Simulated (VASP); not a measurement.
# SnSe2 (P-3m1) in VASP: a series of runs

SnSe2 is run at these levels: r2SCAN; tasks: single point.

Everything below comes from runs of VASP 6.6.1. Logs are shortened: lines on timing, memory, paths and dates and some standing lists are left out, and cuts for length are marked.

## Step 1: The cell of the first run

The structure is trigonal, space group P-3m1 (No. 164). The conventional cell has a = 3.841 Å, b = 3.841 Å, c = 6.523 Å, α = 90.00°, β = 90.00°, γ = 120.00°. Sn (site symmetry -3m) has 6 Se at 2.72 Å within 3.6 Å. Within 3.6 Å of Se (site symmetry 3m) lie 3 Sn at 2.72 Å.

## Step 2: Single point, r2SCAN

POSCAR

```
SnSe2
1.0
    3.8405676479      0.0000000000      0.0000000000
   -1.9202838240      3.3260291481      0.0000000000
    0.0000000000      0.0000000000      6.5233023644
Sn Se
1 2
Direct
    0.0000000000      0.0000000000      0.0000000000
    0.3333333333      0.6666666667      0.2412719747
    0.6666666667      0.3333333333      0.7587280253
```

INCAR.step1

```
SYSTEM = SnSe2
PREC     = Accurate       ! precision mode
ENCUT    = 520            ! plane-wave cutoff, eV
ISMEAR   = 0              ! smearing method
SIGMA    = 0.05           ! smearing width, eV
LREAL    = .False.        ! projectors in reciprocal space
LASPH    = .True.         ! aspherical terms in the spheres
NELM     = 80             ! most SCF steps
NBANDS   = 20             ! bands
GGA      = PE             ! functional
ALGO     = Normal         ! electronic algorithm
EDIFF    = 1E-4           ! SCF threshold, eV
LWAVE    = .True.         ! write WAVECAR
LCHARG   = .False.        ! write CHGCAR
```

INCAR.step2

```
SYSTEM = SnSe2
PREC     = Accurate       ! precision mode
ENCUT    = 520            ! plane-wave cutoff, eV
EDIFF    = 1E-6           ! SCF threshold, eV
ISMEAR   = 0              ! smearing method
SIGMA    = 0.05           ! smearing width, eV
LREAL    = .False.        ! projectors in reciprocal space
LASPH    = .True.         ! aspherical terms in the spheres
NELM     = 80             ! most SCF steps
ALGO     = Normal         ! electronic algorithm
ISIF     = 2              ! what is computed and relaxed
LWAVE    = .False.        ! write WAVECAR
LCHARG   = .True.         ! write CHGCAR
METAGGA  = R2SCAN         ! meta-GGA
LMIXTAU  = .True.       
LELF     = .True.         ! ELF
LVHAR    = .True.       
NBANDS   = 20             ! bands
ISTART   = 1
```

KPOINTS

```
regular mesh
0
Gamma
  12 12 4
  0 0 0
```

Potentials or basis: VASP PAW PBE potentials, release 64 (Sn_d, Se).

On the command line:

```
> cat potpaw_PBE.64/Sn_d/POTCAR potpaw_PBE.64/Se/POTCAR > POTCAR
> cp INCAR.step1 INCAR
> mpirun -np 1 vasp_std > vasp.out
> cp INCAR.step2 INCAR
> mpirun -np 1 vasp_std > vasp.out
```

OUTCAR:

```text
SYSTEM = SnSe2
   PREC = Accurate
   ENCUT = 520
   EDIFF = 1E-6
   ISMEAR = 0
   LREAL = .False.
   LASPH = .True.
   NELM = 80
   ISIF = 2
   METAGGA = R2SCAN
   ISTART = 1

 ion  position               nearest neighbor table
   1  0.000  0.000  0.000-   2 2.72   3 2.72   3 2.72   2 2.72   3 2.72   2 2.72
   2  0.333  0.667  0.241-   1 2.72   1 2.72   1 2.72
   3  0.667  0.333  0.759-   1 2.72   1 2.72   1 2.72

  LATTYP: Found a hexagonal cell.
 ALAT       =     3.8405676479
 C/A-ratio  =     1.6985255729

  Lattice vectors:

 A1 = (   3.8405676479,   0.0000000000,   0.0000000000)
 A2 = (  -1.9202838240,   3.3260291481,   0.0000000000)
 A3 = (   0.0000000000,   0.0000000000,   6.5233023644)

Analysis of symmetry for initial positions (statically):
=====================================================================
 Subroutine PRICEL returns:
 Original cell was already a primitive cell.

 Routine SETGRP: Setting up the symmetry group for a
 hexagonal supercell.

 Subroutine GETGRP returns: Found 12 space group operations
 (whereof 12 operations were pure point group operations)
 out of a pool of 24 trial point group operations.

The static configuration has the point symmetry D_3d.

Analysis of symmetry for dynamics (positions and initial velocities):
=====================================================================
 Subroutine PRICEL returns:
 Original cell was already a primitive cell.

 Routine SETGRP: Setting up the symmetry group for a
 hexagonal supercell.

 Subroutine GETGRP returns: Found 12 space group operations
 (whereof 12 operations were pure point group operations)
 out of a pool of 24 trial point group operations.

The dynamic configuration has the point symmetry D_3d.

 Subroutine INISYM returns: Found 12 space group operations
 (whereof 12 operations are pure point group operations),
 and found     1 'primitive' translations

----------------------------------------------------------------------------------------

                                     Primitive cell

  volume of cell :      83.3276

  direct lattice vectors                    reciprocal lattice vectors
     3.840567648  0.000000000  0.000000000     0.260378176  0.150329410  0.000000000
    -1.920283824  3.326029148  0.000000000     0.000000000  0.300658820  0.000000000
     0.000000000  0.000000000  6.523302364     0.000000000  0.000000000  0.153296589

  length of vectors
     3.840567648  3.840567648  6.523302364     0.300658820  0.300658820  0.153296589

  position of ions in fractional coordinates (direct lattice)
[... 82 lines left out ...]
   LREAL  =      F    real-space projection
   EDIFFG = 0.1E-04   stopping-criterion for IOM
   NSW    =      0    number of steps for IOM
   IBRION =     -1    ionic relax: 0-MD 1-quasi-New 2-CG
   NFREE  =      0    steps in history (QN), initial steepest desc. (CG)
   ISIF   =      2    stress and relaxation
   ISYM   =      2    0-nonsym 1-usesym 2-fastsym
   POTIM  = 0.5000    time-step for ionic-motion
   TEBEG  =    0.0;   TEEND  =   0.0 temperature during run
   PSTRESS=    0.0 pullay stress
   NELECT =      26.0000    total number of electrons
   NUPDOWN=      -1.0000    fix difference up-down
   EMIN   =  10.00;   EMAX   =-10.00  energy-range for DOS
   EFERMI =   0.00;   METHOD = LEGACY
   ISMEAR =     0;   SIGMA  =   0.05  broadening in eV -4-tet -1-fermi 0-gaus
   EFERMI_NEDOS =   21; number of points for ismear=-14 and -15
   IALGO  =     38    algorithm
   IMIX   =      4    mixing-type and parameters
     AMIX     =   0.40;   BMIX     =  1.00
     AMIX_MAG =   1.60;   BMIX_MAG =  1.00
  volume/ion in A,a.u.               =      27.78       187.44
  Fermi-wavevector in a.u.,A,eV,Ry     =   1.110375  2.098304 16.775063  1.232932
  Thomas-Fermi vector in A             =   2.246926
   LORBIT       =      0    0 simple, 1 ext, 2 COOP (PROOUT), +10 PAW based schemes
   METAGGA = R2SCAN    functional components
   LHFCALC =     F    Hartree Fock is set to
   AEXX    =    0.0000 exact exchange contribution
   IVDW    =     0    specifies the selected vdW correction
   LEPSILON=     F    determine dielectric tensor
   LRPA    =     F    only Hartree local field effects (RPA)
 non-spin polarized calculation
 Gauss-broadening in eV      SIGMA  =   0.05
  energy-cutoff  :      520.00
  volume of cell :       83.33
 maximum number of plane-waves:      2274
 NGX is ok and might be reduce to    30
   NGX = 15   NGY = 15   NGZ = 25

 number of electron      25.9999988 magnetization

 Free energy of the ion-electron system (eV)
  ---------------------------------------------------
  ext. energy  EPLUGINS =         0.00000000
  ---------------------------------------------------
  free energy    TOTEN  =       -54.63923049 eV

  energy without entropy =      -54.63923049  energy(sigma->0) =      -54.63923049

 E-fermi :   3.2765     XC(G=0):  -9.5880

 val. band max:        3.0111327809   @ k =   0.1667  -0.0000   0.0000
 cond. band min:       4.0543247616   @ k =   0.5000  -0.0000   0.5000
 fundamental gap:      1.0431919808
 Fermi energy:         3.2764980697

 k-point     1 :       0.0000    0.0000    0.0000
  band No.  band energies     occupation
      1     -18.7775      2.00000
      2     -18.7775      2.00000
      3     -18.7227      2.00000
      4     -18.7156      2.00000
      5     -18.7155      2.00000
      6     -11.0597      2.00000
[... 541 lines left out ...]
     19      11.8300      0.00000
     20      12.5274      0.00000

 [... further k-points ...]

------------------------ aborting loop because EDIFF is reached ----------------------------------------

  FORCE on cell =-STRESS in cart. coord.  units (eV):
  Direction    XX          YY          ZZ          XY          YZ          ZX
  --------------------------------------------------------------------------------------
  -------------------------------------------------------------------------------------
  Total        0.0264243      0.0264243      0.0296126     -0.0000000      0.0000000      0.0000000
  in kB        0.5080712      0.5080712      0.5693748     -0.0000000      0.0000000      0.0000000
  external PRESSURE =       0.5285057 kB  Pullay stress =       0.0000000 kB

 VOLUME and BASIS-vectors are now :
 -----------------------------------------------------------------------------
  energy-cutoff  :      520.00
  volume of cell :       83.33
      direct lattice vectors                 reciprocal lattice vectors
     3.840567648  0.000000000  0.000000000     0.260378176  0.150329410  0.000000000
    -1.920283824  3.326029148  0.000000000     0.000000000  0.300658820  0.000000000
     0.000000000  0.000000000  6.523302364     0.000000000  0.000000000  0.153296589

 POSITION                                       TOTAL-FORCE (eV/Angst)
 -----------------------------------------------------------------------------------
      0.00000      0.00000      0.00000         0.000000      0.000000      0.000000
     -0.00000      2.21735      1.57389         0.000000     -0.000000      0.012489
      1.92028      1.10868      4.94941        -0.000000      0.000000     -0.012489
 -----------------------------------------------------------------------------------
    total drift:                                0.000000     -0.000000      0.000000

  FREE ENERGIE OF THE ION-ELECTRON SYSTEM (eV)
  ---------------------------------------------------
  free  energy   TOTEN  =       -54.6392304889 eV

  energy  without entropy=      -54.6392304889  energy(sigma->0) =      -54.63923049
```

OSZICAR.step1:

```text
N       E                     dE             d eps       ncg     rms          rms(c)
DAV:   1     0.203395202601E+03    0.20340E+03   -0.12145E+04  2860   0.145E+03
DAV:   2     0.112716767936E+02   -0.19212E+03   -0.18450E+03  2964   0.381E+02
DAV:   3    -0.113405376504E+02   -0.22612E+02   -0.22137E+02  3396   0.113E+02
DAV:   4    -0.121026111775E+02   -0.76207E+00   -0.76065E+00  3348   0.221E+01
DAV:   5    -0.121220635181E+02   -0.19452E-01   -0.19451E-01  3820   0.361E+00    0.488E+00
DAV:   6    -0.118695737010E+02    0.25249E+00   -0.52852E-01  4192   0.742E+00    0.314E+00
DAV:   7    -0.118524505957E+02    0.17123E-01   -0.15322E-01  3232   0.243E+00    0.100E+00
DAV:   8    -0.118523565886E+02    0.94007E-04   -0.12317E-02  3476   0.104E+00    0.270E-01
DAV:   9    -0.118528752737E+02   -0.51869E-03   -0.15016E-03  3076   0.301E-01    0.838E-02
DAV:  10    -0.118528871565E+02   -0.11883E-04   -0.11012E-04  2504   0.757E-02
   1 F= -.11852887E+02 E0= -.11852887E+02  d E =-.246260E-19
```

Run time: 6.8 min. Hardware: 1 thread of Intel Xeon Platinum 8259CL at 2.50GHz (Skylake/Cascade Lake), shared host; peak memory 0.28 GiB.

Results:

| Item | Value |
| --- | --- |
| Free energy | -54.6392 eV |
| Pressure | 0.1 GPa |
| Largest force | 0.012 eV/Å |
| Band gap on the k mesh | 1.04 eV, indirect (least direct gap 1.47 eV) |

Forces on the atoms (eV/Å):
```
Sn   0.000  0.000  0.000
Se   0.000  0.000  0.012
Se   0.000  0.000 -0.012
```

Caveat: the PAW data sets were made with another functional, which shifts forces and pressure a little; spin-orbit coupling is left out, which moves the levels of the heavy elements. A k mesh can miss the band edges.

## Step 3: Single point, r2SCAN

POSCAR is that of step 2.

INCAR.step1

```
SYSTEM = SnSe2
ALGO = Normal ; EDIFF = 1E-4
ENCUT = 520 ; GGA = PE
ISMEAR = 0 ; LASPH = .True.
LCHARG = .False. ; LREAL = .False.
LWAVE = .True. ; NBANDS = 20
NELM = 60 ; PREC = Accurate
SIGMA = 0.02
```

INCAR.step2

```
SYSTEM = SnSe2
ALGO = Normal ; EDIFF = 1E-6
ENCUT = 520 ; ISIF = 2
ISMEAR = 0 ; ISTART = 1
LASPH = .True. ; LCHARG = .False.
LMIXTAU = .True. ; LREAL = .False.
LWAVE = .False. ; METAGGA = R2SCAN
NBANDS = 20 ; NELM = 60
PREC = Accurate ; SIGMA = 0.02
```

KPOINTS

```
k-points
0
Gamma
  12 12 6
  0 0 0
```

Potentials or basis: VASP PAW PBE potentials, release 64 (Sn_d, Se).

On the command line:

```
> cat potpaw_PBE.64/Sn_d/POTCAR potpaw_PBE.64/Se/POTCAR > POTCAR
> cp INCAR.step1 INCAR
> mpirun -np 1 vasp_std > vasp.out
> cp INCAR.step2 INCAR
> mpirun -np 1 vasp_std > vasp.out
```

OUTCAR:

```text
SYSTEM = SnSe2
   EDIFF = 1E-6
   ENCUT = 520
   ISIF = 2
   ISMEAR = 0
   ISTART = 1
   LASPH = .True.
   LREAL = .False.
   METAGGA = R2SCAN
   NELM = 60
   PREC = Accurate

 ion  position               nearest neighbor table
   1  0.000  0.000  0.000-   2 2.72   3 2.72   3 2.72   2 2.72   3 2.72   2 2.72
   2  0.333  0.667  0.241-   1 2.72   1 2.72   1 2.72
   3  0.667  0.333  0.759-   1 2.72   1 2.72   1 2.72

  LATTYP: Found a hexagonal cell.
[... 748 lines left out ...]

  FORCE on cell =-STRESS in cart. coord.  units (eV):
  Direction    XX          YY          ZZ          XY          YZ          ZX
  --------------------------------------------------------------------------------------
  -------------------------------------------------------------------------------------
  Total        0.0274643      0.0274643      0.0287277     -0.0000000      0.0000000     -0.0000000
  in kB        0.5280688      0.5280688      0.5523607     -0.0000000      0.0000000     -0.0000000
  external PRESSURE =       0.5361661 kB  Pullay stress =       0.0000000 kB

 VOLUME and BASIS-vectors are now :
 -----------------------------------------------------------------------------
  energy-cutoff  :      520.00
  volume of cell :       83.33
      direct lattice vectors                 reciprocal lattice vectors
     3.840567648  0.000000000  0.000000000     0.260378176  0.150329410  0.000000000
    -1.920283824  3.326029148  0.000000000     0.000000000  0.300658820  0.000000000
     0.000000000  0.000000000  6.523302364     0.000000000  0.000000000  0.153296589

 POSITION                                       TOTAL-FORCE (eV/Angst)
 -----------------------------------------------------------------------------------
      0.00000      0.00000      0.00000        -0.000000      0.000000      0.000000
     -0.00000      2.21735      1.57389         0.000000      0.000000      0.012187
      1.92028      1.10868      4.94941        -0.000000      0.000000     -0.012187
 -----------------------------------------------------------------------------------
    total drift:                                0.000000     -0.000000      0.000000

  FREE ENERGIE OF THE ION-ELECTRON SYSTEM (eV)
  ---------------------------------------------------
  free  energy   TOTEN  =       -54.6392891753 eV

  energy  without entropy=      -54.6392891753  energy(sigma->0) =      -54.63928918
```

Wall time 8.9 min (1 thread of Intel Xeon Platinum 8259CL at 2.50GHz (Skylake/Cascade Lake), shared host); peak memory 0.32 GiB.

What came out:

| Item | Value |
| --- | --- |
| Free energy | -54.6393 eV |
| Pressure | 0.1 GPa |
| Largest force | 0.012 eV/Å |
| Band gap on the k mesh | 1.02 eV, indirect (least direct gap 1.46 eV) |

Forces in eV/Å, atoms in the order of the input:
```
Sn   0.000  0.000  0.000
Se   0.000  0.000  0.012
Se   0.000  0.000 -0.012
```

Levels at points of the mesh, in eV from the valence-band top:
| k point | band 9 | band 10 | band 11 | band 12 | band 13 | band 14 | band 15 | band 16 | band 17 | band 18 |
| --- | --- | --- | --- | --- | --- | --- | --- | --- | --- | --- |
| (0.00, 0.00, 0.00) | -0.54 | -0.54 | -0.27 | -0.20 | -0.20 | 1.50 | 3.61 | 5.06 | 5.06 | 8.36 |
| (0.50, 0.00, 0.00) | -4.36 | -2.65 | -2.41 | -0.95 | -0.27 | 1.32 | 4.36 | 5.98 | 6.06 | 7.21 |
| (0.00, 0.00, 0.50) | -1.81 | -0.59 | -0.59 | -0.11 | -0.11 | 2.64 | 3.55 | 4.90 | 4.90 | 8.91 |
| (0.50, 0.00, 0.50) | -4.64 | -2.31 | -2.02 | -0.70 | -0.50 | 1.03 | 4.73 | 5.30 | 6.31 | 6.55 |

Caveat: the PAW data sets were made with another functional, which shifts forces and pressure a little; spin-orbit coupling is left out, which moves the levels of the heavy elements.

[end of part 1 of 2]
